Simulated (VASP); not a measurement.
## SnSe: single point with PBEsol

Crystal: SnSe.

```
Sn Se
1.0
     0.00000    2.97275    2.97275
     2.97275    0.00000    2.97275
     2.97275    2.97275    0.00000
Sn Se
1 1
Cartesian
  0.0000 0.0000 0.0000
  2.9728 2.9728 3.1228
```

This cell differs from its parent crystal: all Se atoms moved -0.150 Å, as atom 2 towards its neighbour atom 1 (Sn) at 2.973 Å.

* Program: VASP 6.6.1
* Task: single point
* Functional: PBEsol
* Potentials or basis: VASP PAW PBE potentials, release 64 (Sn_d, Se)
* Cutoff: 520 eV
* k mesh: 8 × 8 × 8
* Occupations: gaussian, width 0.05 eV
* Spin: no spin polarisation

| Item | Value |
| --- | --- |
| Pressure | 0.4 GPa |
| Largest force | 0.110 eV/Å |
| Band gap on the k mesh | 0.80 eV, indirect (least direct gap 0.89 eV) |

Forces on the atoms (eV/Å):
```
Sn   0.000  0.000  0.110
Se   0.000  0.000 -0.110
```

Stress tensor (GPa, compression positive):
```
0.14 0.00 0.00
0.00 0.14 0.00
0.00 0.00 0.92
```

Levels at points of the mesh, in eV from the valence-band top:
| k point | band 7 | band 8 | band 9 | band 10 | band 11 | band 12 | band 13 | band 14 |
| --- | --- | --- | --- | --- | --- | --- | --- | --- |
| (0.00, 0.00, 0.00) | -4.82 | -2.20 | -2.13 | -2.13 | 4.37 | 4.37 | 4.63 | 5.92 |
| (0.50, 0.00, 0.00) | -8.12 | -1.99 | -1.91 | 0.00 | 0.89 | 1.36 | 1.48 | 8.32 |
| (0.50, 0.50, 0.00) | -6.34 | -5.18 | -3.68 | -3.68 | 2.94 | 5.69 | 5.69 | 6.37 |
| (0.00, 0.50, 0.50) | -5.92 | -5.62 | -3.66 | -3.66 | 2.79 | 5.76 | 5.82 | 6.31 |

It took 26 s on 1 thread of AMD EPYC 9R45 96-Core Processor (Zen 5), with other jobs on the host, peak memory 0.17 GiB.

Caveat: the cell differs from its parent crystal (all Se atoms moved -0.150 Å, as atom 2 towards its neighbour atom 1 (Sn) at 2.973 Å); the PAW data sets were made with another functional, which shifts forces and pressure a little; spin-orbit coupling is left out, which moves the levels of the heavy elements. A k mesh can miss the band edges.
